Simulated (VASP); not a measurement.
Wanted: the native input for a VASP 6.6.1 run.

```yaml
Task: single point
Functional: LDA
Potentials_or_basis: VASP PAW LDA potentials, release 64 (Sb)
Cutoff: 520 eV
k_mesh: 18 × 18 × 18
Occupations: gaussian, width 0.15 eV
Spin: no spin polarisation
Dipole_correction: no
Further_INCAR_settings: ALGO = Normal; EDIFF = 1e-07; NBANDS = 8
```

The structure of Sb lies in POSCAR:

```
Sb
1.0
    0.0000000000      2.3712425216      2.4898046477
    2.3712425216      0.0000000000      2.4898046477
    2.3712425216      2.3712425216      0.0000000000
Sb
1
Direct
    0.0000000000      0.0000000000      0.0000000000
```

This cell differs from its parent crystal: strain +0.000 along x and y, +0.050 along z.

The input as run:

INCAR

```
PREC = Accurate
ENCUT = 520
EDIFF = 1E-7
ISMEAR = 0
SIGMA = 0.15
LREAL = False
LASPH = True
NELM = 100
ALGO = Normal
ISIF = 2
LWAVE = False
LCHARG = True
GGA = CA
LELF = True
LVHAR = True
NBANDS = 8
```

KPOINTS

```
Automatic mesh
0
Gamma
  18 18 18
```

Potentials or basis: VASP PAW LDA potentials, release 64 (Sb).

Command:

```sh
$ cat potpaw_LDA.64/Sb/POTCAR > POTCAR
$ mpirun -np 1 vasp_std > vasp.out
```

Results of the run:

- Pressure: -4.9 GPa

Caveat: the cell differs from its parent crystal (strain +0.000 along x and y, +0.050 along z).

It took 2.7 min on 1 thread of AMD EPYC 7R13 (shared host), peak memory 0.2 GiB.
